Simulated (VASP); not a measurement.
**MgBe2S3: single point with PBE**

Crystal: MgBe2S3.

```
Mg Be S
1.0
     3.34545    0.00000    0.00000
     0.00000    3.34545    0.00000
     0.00000    0.00000   11.18494
Mg Be S
1 2 3
Cartesian
  0.0000 0.0000 0.0000
  0.0000 1.6727 6.3877
  1.6727 0.0000 4.7973
  1.6727 1.6727 0.0000
  0.0000 1.6727 4.3239
  1.6727 0.0000 6.8610
```

```yaml
Program: VASP 6.6.1
Task: single point
Functional: PBE
Potentials_or_basis: VASP PAW PBE potentials, release 64 (Mg, Be, S)
Cutoff: 520 eV
k_mesh: 6 × 6 × 2
Occupations: gaussian, width 0.1 eV
Spin: no spin polarisation
Dipole_correction: no
Further_INCAR_settings: ALGO = Normal; EDIFF = 1e-07; NBANDS = 21
```

```yaml
Pressure: -0.1 GPa
Largest_force: 0.016 eV/Å
Band_gap_on_the_k_mesh: 1.02 eV, indirect (least direct gap 1.10 eV)
```

Forces on the atoms (eV/Å):
```
Mg   0.000  0.000  0.000
Be   0.000  0.000 -0.016
Be   0.000  0.000  0.016
S    0.000  0.000  0.000
S    0.000  0.000  0.009
S    0.000  0.000 -0.009
```

Stress tensor (GPa, compression positive):
```
-0.15  0.00  0.00
 0.00 -0.15  0.00
 0.00  0.00 -0.06
```

Levels at points of the mesh, in eV from the valence-band top:
```
           k point  band 8  band 9  band 10  band 11  band 12  band 13  band 14  band 15  band 16  band 17
(0.00, 0.00, 0.00)   -1.81   -0.92    -0.92    -0.38    -0.38     2.52     2.60     3.62     4.99     5.35
(0.50, 0.00, 0.00)   -2.75   -1.03    -0.74    -0.74     0.00     3.43     3.79     4.09     4.50     4.50
(0.50, 0.50, 0.00)   -3.55   -3.55    -2.90    -2.90    -0.08     1.03     1.03     2.92     4.87     4.91
(0.00, 0.00, 0.50)   -2.17   -0.92    -0.92    -0.38    -0.38     2.47     2.75     3.49     4.99     5.72
(0.50, 0.00, 0.50)   -2.76   -1.00    -0.74    -0.74     0.00     3.66     3.76     4.04     4.50     4.50
(0.50, 0.50, 0.50)   -3.55   -3.55    -2.90    -2.90    -0.08     1.02     1.02     2.95     4.77     4.92
```

It took 31 s on 1 thread of Intel(R) Xeon(R) 6975P-C (Granite Rapids), with other jobs on the host, peak memory 0.26 GiB.

A k mesh can miss the band edges.
